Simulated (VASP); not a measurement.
# GaAsSe3 (P-6m2) in VASP: a series of runs, part 2 of 2

VASP 6.6.1. Earlier steps stand in the parts before.

## (3) Relaxation of cell and atoms, PBE

This run uses another cell than the first one, of 24.77 Å³/atom, 1.069 times its volume.

INCAR reads:

```
SYSTEM = GaAsSe3
PREC = Accurate ; ENCUT = 600
EDIFF = 1E-6 ; ISMEAR = 0
SIGMA = 0.1 ; LREAL = .False.
LASPH = .True. ; NELM = 80
ALGO = Normal ; ISIF = 3
LWAVE = .False. ; LCHARG = .False.
GGA = PE ; IBRION = 2
NSW = 100 ; EDIFFG = -0.01
```

KPOINTS reads:

```
Automatic mesh
0
Gamma
  12 12 6
  0 0 0
```

POSCAR reads:

```
GaAsSe3
1.0
    4.1634514950      0.0000000000      0.0000000000
   -2.0817257475      3.6056547621      0.0000000000
    0.0000000000      0.0000000000      8.2512666045
Ga As Se
1 1 3
Direct
    0.3333333333      0.6666666667      0.5000000000
    0.6666666667      0.3333333333      0.0000000000
    0.0000000000      0.0000000000      0.8133853431
    0.0000000000      0.0000000000      0.1866146569
    0.6666666667      0.3333333333      0.5000000000
```

Potentials or basis: VASP PAW PBE potentials, release 64 (Ga_d, As, Se).

Launch:

```
cat potpaw_PBE.64/Ga_d/POTCAR potpaw_PBE.64/As/POTCAR potpaw_PBE.64/Se/POTCAR > POTCAR
mpirun -np 1 vasp_std > vasp.out
```

OUTCAR:

```text
SYSTEM = GaAsSe3
   PREC = Accurate
   ENCUT = 600
   EDIFF = 1E-6
   ISMEAR = 0
   LREAL = .False.
   LASPH = .True.
   NELM = 80
   ISIF = 3
   GGA = PE
   IBRION = 2
   NSW = 100
   EDIFFG = -0.01

 ion  position               nearest neighbor table
   1  0.333  0.667  0.500-   5 2.40   5 2.40   5 2.40
   2  0.667  0.333  0.000-   3 2.85   4 2.85   3 2.85   4 2.85   3 2.85   4 2.85
   3  0.000  0.000  0.813-   2 2.85   2 2.85   2 2.85
   4  0.000  0.000  0.187-   2 2.85   2 2.85   2 2.85
   5  0.667  0.333  0.500-   1 2.40   1 2.40   1 2.40

  LATTYP: Found a hexagonal cell.
 ALAT       =     4.1634514950
 C/A-ratio  =     1.9818332493

  Lattice vectors:

 A1 = (   4.1634514950,   0.0000000000,   0.0000000000)
 A2 = (  -2.0817257475,   3.6056547621,   0.0000000000)
 A3 = (   0.0000000000,   0.0000000000,   8.2512666045)

Analysis of symmetry for initial positions (statically):
=====================================================================
 Subroutine PRICEL returns:
 Original cell was already a primitive cell.

 Routine SETGRP: Setting up the symmetry group for a
 hexagonal supercell.

 Subroutine GETGRP returns: Found 12 space group operations
 (whereof 12 operations were pure point group operations)
 out of a pool of 24 trial point group operations.

The static configuration has the point symmetry D_3h.

Analysis of symmetry for dynamics (positions and initial velocities):
=====================================================================
 Subroutine PRICEL returns:
 Original cell was already a primitive cell.

 Routine SETGRP: Setting up the symmetry group for a
 hexagonal supercell.

 Subroutine GETGRP returns: Found 12 space group operations
 (whereof 12 operations were pure point group operations)
 out of a pool of 24 trial point group operations.

The dynamic configuration has the point symmetry D_3h.

 Subroutine INISYM returns: Found 12 space group operations
 (whereof 12 operations are pure point group operations),
 and found     1 'primitive' translations

----------------------------------------------------------------------------------------

                                     Primitive cell

  volume of cell :     123.8678

  direct lattice vectors                    reciprocal lattice vectors
     4.163451495  0.000000000  0.000000000     0.240185337  0.138671069  0.000000000
    -2.081725748  3.605654762  0.000000000     0.000000000  0.277342138  0.000000000
     0.000000000  0.000000000  8.251266604     0.000000000  0.000000000  0.121193515

  length of vectors
     4.163451495  4.163451495  8.251266604     0.277342138  0.277342138  0.121193515

  position of ions in fractional coordinates (direct lattice)
     0.333333333  0.666666667  0.500000000
     0.666666667  0.333333333  0.000000000
     0.000000000  0.000000000  0.813385343
     0.000000000  0.000000000  0.186614657
     0.666666667  0.333333333  0.500000000

  ion indices of the primitive-cell ions
   primitive index   ion index
                 1           1
                 2           2
                 3           3
                 4           4
                 5           5
[... 34 lines left out ...]
  0.416667 -0.000000  0.000000      6.000000
[... 16 lines left out ...]
  0.250000  0.000000  0.166667     12.000000
  0.333333  0.000000  0.166667     12.000000
 [... further k-points ...]
   k-points           NKPTS =     76   k-points in BZ     NKDIM =     76   number of bands    NBANDS=     22
   number of dos      NEDOS =    301   number of ions     NIONS =      5
   total plane-waves  NPLWV =  90720
   dimension x,y,z NGX =    36 NGY =   36 NGZ =   70
   dimension x,y,z NGXF=    72 NGYF=   72 NGZF=  140
   ions per type =               1   1   3
   NGX,Y,Z   is equivalent  to a cutoff of  14.37, 14.37, 14.10 a.u.
   NGXF,Y,Z  is equivalent  to a cutoff of  28.75, 28.75, 28.21 a.u.
 SYSTEM =  GaAsSe3
   PREC   = accura    normal or accurate (medium, high low for compatibility)
   ISTART =      0    job   : 0-new  1-cont  2-samecut
   ICHARG =      2    charge: 1-file 2-atom 10-const
   ISPIN  =      1    spin polarized calculation?
   LNONCOLLINEAR =      F non collinear calculations
   LSORBIT =      F    spin-orbit coupling
   LASPH  =      T    aspherical Exc in radial PAW
   ENCUT  =  600.0 eV  44.10 Ry    6.64 a.u.   8.32  8.32 16.48*2*pi/ulx,y,z
   NELM   =     80;   NELMIN=  2; NELMDL= -5     # of ELM steps
   EDIFF  = 0.1E-05   stopping-criterion for ELM
   LREAL  =      F    real-space projection
   EDIFFG = -.1E-01   stopping-criterion for IOM
   NSW    =    100    number of steps for IOM
   IBRION =      2    ionic relax: 0-MD 1-quasi-New 2-CG
   NFREE  =      1    steps in history (QN), initial steepest desc. (CG)
   ISIF   =      3    stress and relaxation
   ISYM   =      2    0-nonsym 1-usesym 2-fastsym
   POTIM  = 0.5000    time-step for ionic-motion
   TEBEG  =    0.0;   TEEND  =   0.0 temperature during run
   PSTRESS=    0.0 pullay stress
   NELECT =      36.0000    total number of electrons
   NUPDOWN=      -1.0000    fix difference up-down
   EMIN   =  10.00;   EMAX   =-10.00  energy-range for DOS
   EFERMI =   0.00;   METHOD = LEGACY
   ISMEAR =     0;   SIGMA  =   0.10  broadening in eV -4-tet -1-fermi 0-gaus
   EFERMI_NEDOS =   21; number of points for ismear=-14 and -15
   IALGO  =     38    algorithm
   IMIX   =      4    mixing-type and parameters
     AMIX     =   0.40;   BMIX     =  1.00
     AMIX_MAG =   1.60;   BMIX_MAG =  1.00
  volume/ion in A,a.u.               =      24.77       167.18
  Fermi-wavevector in a.u.,A,eV,Ry     =   1.084400  2.049219 15.999413  1.175924
  Thomas-Fermi vector in A             =   2.220489
   LORBIT       =      0    0 simple, 1 ext, 2 COOP (PROOUT), +10 PAW based schemes
   GGA     = PE    functional components
   LHFCALC =     F    Hartree Fock is set to
   AEXX    =    0.0000 exact exchange contribution
   IVDW    =     0    specifies the selected vdW correction
   LEPSILON=     F    determine dielectric tensor
   LRPA    =     F    only Hartree local field effects (RPA)
 conjugate gradient relaxation of ions
 non-spin polarized calculation
 Gauss-broadening in eV      SIGMA  =   0.10
  energy-cutoff  :      600.00
  volume of cell :      123.87
 maximum number of plane-waves:      4163
 NGX is ok and might be reduce to    36
   NGX = 17   NGY = 17   NGZ = 33

--------------------------------------- Ionic step        1  -------------------------------------------

 number of electron      35.9999996 magnetization

 Free energy of the ion-electron system (eV)
  ---------------------------------------------------
  ext. energy  EPLUGINS =         0.00000000
  ---------------------------------------------------
  free energy    TOTEN  =       -17.34406447 eV

  energy without entropy =      -17.33453849  energy(sigma->0) =      -17.33930148

------------------------ aborting loop because EDIFF is reached ----------------------------------------

  FORCE on cell =-STRESS in cart. coord.  units (eV):
  Direction    XX          YY          ZZ          XY          YZ          ZX
  --------------------------------------------------------------------------------------
  -------------------------------------------------------------------------------------
  Total        0.1626151      0.1626151     -0.1009575      0.0000000      0.0000000     -0.0000000
  in kB        2.1033582      2.1033582     -1.3058428      0.0000000      0.0000000     -0.0000000
  external PRESSURE =       0.9669579 kB  Pullay stress =       0.0000000 kB
[... 104 lines left out ...]
--------------------------------------- Ionic step        4  -------------------------------------------

 number of electron      35.9999996 magnetization

 Free energy of the ion-electron system (eV)
  ---------------------------------------------------
  ext. energy  EPLUGINS =         0.00000000
  ---------------------------------------------------
  free energy    TOTEN  =       -17.34485366 eV

  energy without entropy =      -17.33485941  energy(sigma->0) =      -17.33985654

 E-fermi :   3.6460     XC(G=0):  -9.4021

 val. band max:        3.6397696512   @ k =   0.3333   0.3333   0.3333
 cond. band min:       3.6464030381   @ k =   0.3333   0.2500   0.3333
 fundamental gap:      0.0066333869
 Fermi energy:         3.6459645728

 k-point     1 :       0.0000    0.0000    0.0000
  band No.  band energies     occupation
      1     -12.2701      2.00000
      2     -12.0187      2.00000
      3     -12.0187      2.00000
      4     -11.9652      2.00000
      5     -11.9652      2.00000
      6     -10.9266      2.00000
[... 589 lines left out ...]
     21       5.3849      0.00000
     22       5.6888      0.00000

 [... further k-points ...]

------------------------ aborting loop because EDIFF is reached ----------------------------------------

  FORCE on cell =-STRESS in cart. coord.  units (eV):
  Direction    XX          YY          ZZ          XY          YZ          ZX
  --------------------------------------------------------------------------------------
  -------------------------------------------------------------------------------------
  Total        0.0392731      0.0392731      0.0347949      0.0000000      0.0000000      0.0000000
  in kB        0.5071141      0.5071141      0.4492899      0.0000000      0.0000000      0.0000000
  external PRESSURE =       0.4878394 kB  Pullay stress =       0.0000000 kB
[... 20 lines left out ...]
  FREE ENERGIE OF THE ION-ELECTRON SYSTEM (eV)
  ---------------------------------------------------
  free  energy   TOTEN  =       -17.3448536643 eV

  energy  without entropy=      -17.3348594120  energy(sigma->0) =      -17.33985654

 reached required accuracy - stopping structural energy minimisation
```

OSZICAR:

```text
N       E                     dE             d eps       ncg     rms          rms(c)
DAV:   1     0.287755856529E+03    0.28776E+03   -0.17112E+04  3380   0.196E+03
DAV:   2     0.206282150372E+02   -0.26713E+03   -0.26097E+03  3790   0.445E+02
DAV:   3    -0.159925104765E+02   -0.36621E+02   -0.35714E+02  4132   0.125E+02
[... 28 lines left out ...]
DAV:   1    -0.173454493037E+02   -0.73845E-03   -0.24240E-02  3378   0.150E+00    0.155E-01
DAV:   2    -0.173450262985E+02    0.42301E-03   -0.19896E-03  3870   0.648E-01    0.751E-02
DAV:   3    -0.173448677024E+02    0.15860E-03   -0.29682E-04  5080   0.179E-01    0.219E-02
DAV:   4    -0.173448545384E+02    0.13164E-04   -0.34821E-05  4604   0.448E-02    0.792E-03
DAV:   5    -0.173448536643E+02    0.87409E-06   -0.35187E-06  2940   0.141E-02
   4 F= -.17344854E+02 E0= -.17339857E+02  d E =-.143313E-03
```

It took 8.3 min on 1 thread of Intel Xeon 6975P-C (Granite Rapids), shared host; peak memory 0.49 GiB.

Results:

- Free energy: -17.3449 eV
- Relaxed volume: 24.82 Å³/atom
- Relaxed cell: a = 4.173 Å, b = 4.173 Å, c = 8.227 Å, α = 90.00°, β = 90.00°, γ = 120.00°
- Space group after relaxing (to 0.05 Å): P-6m2 (No. 187)
- Energy gained by relaxing: 0.2 meV/atom
- Ionic steps: 4
- Pressure after relaxing: 0.0 GPa
- Largest force after relaxing: 0.007 eV/Å
- Band gap on the k mesh: zero (band 18 reaches 3.89 eV, above the bottom of band 19 at 2.77 eV)

Forces in eV/Å, atoms in the order of the input:
```
Ga   0.000  0.000  0.000
As   0.000  0.000  0.000
Se   0.000  0.000  0.007
Se   0.000  0.000 -0.007
Se   0.000  0.000  0.000
```

The path:
```tsv
step	energy change (eV)	largest force (eV/Å)	pressure (GPa)	volume (Å³)
1	0.0000	0.0403	0.10	123.87
2	-0.0005	0.0345	-0.02	124.14
3	-0.0006	0.0315	-0.09	124.28
4	-0.0008	0.0075	0.05	124.08
```

Final structure:
```yaml
crystal:
  lattice:
    - [4.17303, 0.00000, 0.00000]
    - [-2.08651, 3.61395, 0.00000]
    - [0.00000, 0.00000, 8.22748]
  atoms:
    - { symbol: Ga, position: [0.33333, 0.66667, 0.50000] }
    - { symbol: As, position: [0.66667, 0.33333, 0.00000] }
    - { symbol: Se, position: [0.00000, 0.00000, 0.81402] }
    - { symbol: Se, position: [0.00000, 0.00000, 0.18598] }
    - { symbol: Se, position: [0.66667, 0.33333, 0.50000] }
```

Levels at points of the mesh, in eV from the Fermi level:
```tsv
k point	band 15	band 16	band 17	band 18	band 19	band 20	band 21	band 22
(0.00, 0.00, 0.00)	-2.57	-1.56	-1.11	-0.82	-0.82	0.69	0.69	1.94
(0.50, 0.00, 0.00)	-2.00	-1.68	-1.37	-0.48	-0.09	0.74	1.67	2.41
(0.00, 0.00, 0.50)	-2.60	-1.06	-0.90	-0.90	-0.84	0.82	0.82	1.15
(0.50, 0.00, 0.50)	-3.01	-1.69	-1.37	-1.09	1.28	1.87	1.96	2.16
```
